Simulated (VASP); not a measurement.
A run of VASP 6.6.1:

File INCAR:

```
SYSTEM = GaSe
PREC = Accurate
ENCUT = 400
EDIFF = 1E-8
ISMEAR = 0
SIGMA = 0.01
LREAL = .False.
LASPH = .True.
NELM = 120
ALGO = Normal
ISIF = 2
LWAVE = .False.
LCHARG = .False.
LEPSILON = .True.
GGA_COMPAT = .False.
```

KPOINTS

```
regular mesh
0
Gamma
  6 6 2
  0 0 0
```

The input POSCAR:

```
GaSe
1.0
    3.7420000000      0.0000000000      0.0000000000
   -1.8710000000      3.2406700000      0.0000000000
    0.0000000000      0.0000000000     15.9190000000
Ga Se
4 4
Direct
    0.3333333333      0.6666666667      0.1770000000
    0.6666666667      0.3333333333      0.6770000000
    0.3333333333      0.6666666667      0.3230000000
    0.6666666667      0.3333333333      0.8230000000
    0.3333333333      0.6666666667      0.6000000000
    0.6666666667      0.3333333333      0.1000000000
    0.3333333333      0.6666666667      0.9000000000
    0.6666666667      0.3333333333      0.4000000000
```

Potentials or basis: VASP PAW LDA potentials, release 64 (Ga_d, Se).

Command:

```console
$ cat potpaw_LDA.64/Ga_d/POTCAR potpaw_LDA.64/Se/POTCAR > POTCAR
$ mpirun -np 1 vasp_std > vasp.out
```

Hardware: 1 thread of Intel(R) Xeon(R) Platinum 8559C (Emerald Rapids), on a shared host.

How long does it take, and how much memory?

Run time: 11 min on 1 thread of Intel(R) Xeon(R) Platinum 8559C (Emerald Rapids), with other jobs on the host, peak memory 0.5 GiB. Counts: scf iterations 159, k points 14.
